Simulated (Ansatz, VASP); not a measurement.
**MgO in VASP and in Ansatz**

INCAR

```
SYSTEM = MgO
  PREC = Accurate
  ENCUT = 520
  EDIFF = 1E-6
  ISMEAR = 0
  SIGMA = 0.05
  LREAL = .False.
  LASPH = .True.
  NELM = 60
  ALGO = Normal
  ISIF = 2
  LWAVE = .False.
  LCHARG = .False.
  GGA = PE
  NBANDS = 11
```

Contents of KPOINTS:

```
regular mesh
0
Gamma
  10 10 10
  0 0 0
```

The input POSCAR:

```
MgO
1.0
    0.0000000000      2.1351500000      2.1351500000
    2.1351500000      0.0000000000      2.1351500000
    2.1351500000      2.1351500000      0.0000000000
Mg O
1 1
Direct
    0.0000000000      0.0000000000      0.0000000000
    0.4765824415      0.4765824415      0.5234175585
```

Input for Ansatz:

```yaml
crystal:
  lattice:
    - [0.0, 2.13515, 2.13515]
    - [2.13515, 0.0, 2.13515]
    - [2.13515, 2.13515, 0.0]
  atoms:
    - { symbol: Mg, position: [0.0, 0.0, 0.0] }
    - { symbol: O, position: [0.4765824415, 0.4765824415, 0.5234175585] }
basis:
  ecutwfc: 420
kpoints:
  mp_grid: { grid: [10, 10, 10] }
hamiltonian:
  xc: pbe
scf:
  occupations: { method: gaussian, width: 0.05 }
output:
  forces: true
  stress: true
  eigenvalues: true
```

Change from the starting cell: all O atoms moved -0.100 Å, as atom 2 along Cartesian [0 0 1].

Alike in both runs: task single point; functional PBE; k mesh 10 × 10 × 10; occupations gaussian, width 0.05 eV; no spin polarisation.

```csv
,VASP,Ansatz
version,VASP 6.6.1,Ansatz 0.2.0
potentials or method,"VASP PAW PBE potentials, release 64 (Mg, O), cutoff 520 eV","scalar-relativistic, plane waves, PAW"
valence electrons in the cell,8,16
```

```csv
,VASP,Ansatz,Ansatz less VASP
gap on the k mesh at the Fermi level (eV),4.33,4.35,+0.017
least direct gap on the mesh (eV),4.33,4.35,+0.017
pressure (GPa),-1.6,-0.8,+0.75
"traceless stress, the component that is largest in VASP (GPa)",2.07,2.05,-0.026
rms of the force components (eV/Å),0.281,0.277,-0.0040
```

Atom by atom the forces differ by 0.004 eV/Å (rms over components). VASP's potentials hold 8 valence electrons a cell and Ansatz's 16, so a difference there can come from the potentials and not from the codes.
